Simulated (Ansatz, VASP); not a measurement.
Two plane-wave programs on CsBi3

```
Cs Bi
1.0
     5.12517    0.00000    0.00000
     0.00000    5.12517    0.00000
     0.00000    0.00000    5.12517
Cs Bi
1 3
Cartesian
  0.0000 0.0000 0.0000
  0.0000 2.5626 2.5626
  2.5626 0.0000 2.5626
  2.5626 2.5626 0.0000
```

Alike in both runs: task single point; functional PBE; k mesh 4 × 4 × 4; occupations gaussian, width 0.1 eV; no spin polarisation.

|  | VASP | Ansatz |
| --- | --- | --- |
| version | VASP 6.6.1 | Ansatz 0.2.0 |
| potentials or method | VASP PAW PBE potentials, release 64 (Cs_sv, Bi_d), cutoff 520 eV | scalar-relativistic, plane waves, PAW |
| valence electrons in the cell | 54 | 54 |

```tsv
	VASP	Ansatz	Ansatz less VASP
gap on the k mesh at the Fermi level (eV)	none	none	-
pressure (GPa)	2.4	2.4	-0.03
```

A gap of «none» marks a metal or a gap that the smearing closes.

Spin-orbit coupling is off throughout.
